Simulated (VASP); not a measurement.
# Cu (R-3m) in VASP: a series of runs, part 2 of 2

VASP 6.6.1. Earlier steps stand in the parts before.

### Step 4. Single point, PBE (shortest bond scaled by 0.64)

File INCAR:

```
PREC     = Accurate       # precision mode
ENCUT    = 520            # plane-wave cutoff, eV
EDIFF    = 1E-6           # SCF threshold, eV
ISMEAR   = -1             # smearing method
SIGMA    = 0.05           # smearing width, eV
LREAL    = False          # projectors in reciprocal space
LASPH    = True           # aspherical terms in the spheres
NELM     = 60             # most SCF steps
ALGO     = Normal         # electronic algorithm
ISIF     = 2              # what is computed and relaxed
LWAVE    = False          # write WAVECAR
LCHARG   = False          # write CHGCAR
GGA      = PE             # functional
NBANDS   = 18             # bands
```

File KPOINTS:

```
regular mesh
0
Gamma
  11 11 11
```

File POSCAR:

```
Cu
1.0
    0.0000000000      2.4627820114      2.4627820114
    2.4627820114      0.0000000000      2.4627820114
    2.4627820114      2.4627820114      0.0000000000
Cu
2
Direct
   -0.2600000000     -0.0800000000     -0.0800000000
    0.2600000000      0.0800000000      0.0800000000
```

Potentials or basis: VASP PAW PBE potentials, release 64 (Cu).

On the command line:

```sh
$ cat potpaw_PBE.64/Cu/POTCAR > POTCAR
$ mpirun -np 1 vasp_std > vasp.out
```

OUTCAR:

```text
PREC = Accurate
   ENCUT = 520
   EDIFF = 1E-6
   ISMEAR = -1
   LREAL = False
   LASPH = True
   NELM = 60
   ISIF = 2
   GGA = PE

 ion  position               nearest neighbor table
   1  0.740  0.920  0.920-   2 1.37   2 2.50   2 2.50   2 2.50
   2  0.260  0.080  0.080-   1 1.37   1 2.50   1 2.50   1 2.50

 -----------------------------------------------------------------------------
|                                                                             |
|           W    W    AA    RRRRR   N    N  II  N    N   GGGG   !!!           |
|           W    W   A  A   R    R  NN   N  II  NN   N  G    G  !!!           |
|           W    W  A    A  R    R  N N  N  II  N N  N  G       !!!           |
|           W WW W  AAAAAA  RRRRR   N  N N  II  N  N N  G  GGG   !            |
|           WW  WW  A    A  R   R   N   NN  II  N   NN  G    G                |
|           W    W  A    A  R    R  N    N  II  N    N   GGGG   !!!           |
|                                                                             |
|     The distance between some ions is very small. Please check the          |
|     nearest-neighbor list in the OUTCAR file.                               |
|     I HOPE YOU KNOW WHAT YOU ARE DOING!                                     |
|                                                                             |
 -----------------------------------------------------------------------------

[... 185 lines left out ...]
 E-fermi :   5.3405     XC(G=0): -11.0088

 val. band max:        5.3079437795   @ k =   0.0000  -0.4545   0.0909
 cond. band min:       5.3409229695   @ k =   0.0909  -0.3636   0.3636
 fundamental gap:      0.0329791900
 Fermi energy:         5.3404581963

 k-point     1 :       0.0000    0.0000    0.0000
  band No.  band energies     occupation
      1      -2.1931      2.00000
      2      -2.0868      2.00000
      3      -2.0868      2.00000
      4      -1.7694      2.00000
      5       0.7631      2.00000
      6       0.7631      2.00000
[... 481 lines left out ...]
      5       1.0247      2.00000
      6       2.0061      2.00000
[... 10 lines left out ...]
     17      19.0707      0.00000
     18      20.0403      0.00000

 [... further k-points ...]
[... 5 lines left out ...]
  --------------------------------------------------------------------------------------
  -------------------------------------------------------------------------------------
  Total        9.7741507      9.7741507      9.7741507    -11.3801346     11.3801346    -11.3801346
  in kB      524.1815120    524.1815120    524.1815120   -610.3094104    610.3094104   -610.3094104
  external PRESSURE =     524.1815120 kB  Pullay stress =       0.0000000 kB

 VOLUME and BASIS-vectors are now :
 -----------------------------------------------------------------------------
  energy-cutoff  :      520.00
  volume of cell :       29.88
      direct lattice vectors                 reciprocal lattice vectors
     0.000000000  2.462782011  2.462782011    -0.203022435  0.203022435  0.203022435
     2.462782011  0.000000000  2.462782011     0.203022435 -0.203022435  0.203022435
     2.462782011  2.462782011  0.000000000     0.203022435  0.203022435 -0.203022435

 POSITION                                       TOTAL-FORCE (eV/Angst)
 -----------------------------------------------------------------------------------
      4.53152      4.08822      4.08822       -14.413196     14.413196     14.413196
      0.39405      0.83735      0.83735        14.413196    -14.413196    -14.413196
 -----------------------------------------------------------------------------------
    total drift:                               -0.000000     -0.000000      0.000000

  FREE ENERGIE OF THE ION-ELECTRON SYSTEM (eV)
  ---------------------------------------------------
  free  energy   TOTEN  =         5.3671131055 eV

  energy  without entropy=        5.3737120186  energy(sigma->0) =        5.37041256
```

OSZICAR:

```text
N       E                     dE             d eps       ncg     rms          rms(c)
DAV:   1     0.148448190794E+03    0.14845E+03   -0.10735E+04  5424   0.209E+03
DAV:   2     0.127524524937E+02   -0.13570E+03   -0.12926E+03  5274   0.291E+02
DAV:   3     0.491309278443E+01   -0.78394E+01   -0.76989E+01  5852   0.956E+01
DAV:   4     0.477110414235E+01   -0.14199E+00   -0.14192E+00  6058   0.127E+01
DAV:   5     0.476729026886E+01   -0.38139E-02   -0.38137E-02  6444   0.196E+00    0.538E+00
DAV:   6     0.506894429266E+01    0.30165E+00   -0.30165E+00  6762   0.335E+01    0.244E+00
DAV:   7     0.528659150848E+01    0.21765E+00   -0.11995E+00  6136   0.224E+01    0.183E+00
DAV:   8     0.536615210446E+01    0.79561E-01   -0.70715E-02  8632   0.310E+00    0.289E-01
DAV:   9     0.536706722818E+01    0.91512E-03   -0.54741E-03  8396   0.117E+00    0.617E-02
DAV:  10     0.536710501767E+01    0.37789E-04   -0.32425E-04  7422   0.295E-01    0.191E-02
DAV:  11     0.536710916854E+01    0.41509E-05   -0.75676E-06  6270   0.264E-02    0.102E-02
DAV:  12     0.536711314369E+01    0.39751E-05   -0.47135E-06  5270   0.356E-02    0.648E-04
DAV:  13     0.536711310547E+01   -0.38218E-07   -0.43110E-07  3254   0.902E-03
   1 F= 0.53671131E+01 E0= 0.53704126E+01  d E =-.659891E-02
```

Wall time 33 s (1 thread of Intel Xeon 6975P-C (Granite Rapids), shared host); peak memory 0.19 GiB.

Results:

```
Free energy            : 5.3671 eV
Pressure               : 52.4 GPa
Largest force          : 24.964 eV/Å
Band gap on the k mesh : zero (band 11 reaches 5.84 eV, above the bottom of band 12 at 4.72 eV)
```

Forces on the atoms (eV/Å):
```
Cu  -14.413  14.413  14.413
Cu   14.413 -14.413 -14.413
```

Caveat: the cell differs from its parent crystal (shortest bond scaled by 0.64); forces of over 1 eV/Å act on the atoms, so gaps and moduli don't describe the material at rest.
